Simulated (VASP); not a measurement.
A run of VASP 6.6.1 is set up as follows.

The input INCAR:

```
SYSTEM = Os
ALGO = Normal ; EDIFF = 1E-6
ENCUT = 600 ; GGA_COMPAT = .FALSE.
ISIF = 2 ; ISMEAR = 1
LASPH = .TRUE. ; LCHARG = .FALSE.
LREAL = .FALSE. ; LWAVE = .FALSE.
NBANDS = 15 ; NELM = 120
PREC = Accurate ; SIGMA = 0.05
```

File KPOINTS:

```
k-points
0
G
  9 9 5
  0 0 0
```

Contents of POSCAR:

```
Os
1.0
    2.7027191428      0.0000000000      0.0000000000
   -1.3513595714      2.3406234370      0.0000000000
    0.0000000000      0.0000000000      4.2801207062
Os
2
Direct
    0.3333333333      0.6666666667      0.2500000000
    0.6666666667      0.3333333333      0.7500000000
```

Potentials or basis: VASP PAW LDA potentials, release 64 (Os).

The run is started by

```sh
$ cat potpaw_LDA.64/Os/POTCAR > POTCAR
$ mpirun -np 1 vasp_std > vasp.out
```

(1) Predict the band gap on the k mesh.

(2) Predict the pressure.

## Answers

(1) zero (bands 8 and 9 overlap by 4.05 eV).

(2) 6.4 GPa.

Caveat: the cell stands under pressure; spin-orbit coupling is left out, which moves the levels of the heavy elements.
